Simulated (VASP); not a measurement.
Set up this calculation in VASP 6.6.1, as the native input.

```yaml
Task: single point
Functional: PBEsol
Potentials_or_basis: VASP PAW PBE potentials, release 64 (Mg, S)
Cutoff: 520 eV
k_mesh: 5 × 5 × 3
Occupations: methfessel-paxton, width 0.01 eV
Spin: no spin polarisation
Dipole_correction: no
Further_INCAR_settings: ALGO = Normal; EDIFF = 1e-06; NBANDS = 16
```

The structure of MgS lies in POSCAR:

```
MgS
1.0
    4.0877131938      0.0000000000      0.0000000000
   -2.0438565969      3.5400701413      0.0000000000
    0.0000000000      0.0000000000      6.5169351016
Mg S
2 2
Direct
    0.6666666667      0.3333333333      0.4957500000
    0.3333333333      0.6666666667      0.9957500000
    0.3333333333      0.6666666667      0.3792400000
    0.6666666667      0.3333333333      0.8792400000
```

One way to write it, as run:

INCAR

```
PREC = Accurate
ENCUT = 520
EDIFF = 1E-6
ISMEAR = 1
SIGMA = 0.01
LREAL = F
LASPH = T
NELM = 60
ALGO = Normal
ISIF = 2
LWAVE = F
LCHARG = T
GGA = PS
LELF = T
LVHAR = T
NBANDS = 16
```

KPOINTS

```
Automatic mesh
0
Gamma
  5 5 3
```

Potentials or basis: VASP PAW PBE potentials, release 64 (Mg, S).

Command:

```sh
$ cat potpaw_PBE.64/Mg/POTCAR potpaw_PBE.64/S/POTCAR > POTCAR
$ mpirun -np 1 vasp_std > vasp.out
```

Results of the run:

```
Pressure               : -2.5 GPa
Largest force          : 0.049 eV/Å
Band gap on the k mesh : 3.08 eV, direct
```

Caveat: the PAW data sets were made with another functional, which shifts forces and pressure a little.

Run time: 9.9 s on 1 thread of AMD EPYC 9R45 96-Core Processor (Zen 5), on a shared host, peak memory 0.16 GiB.
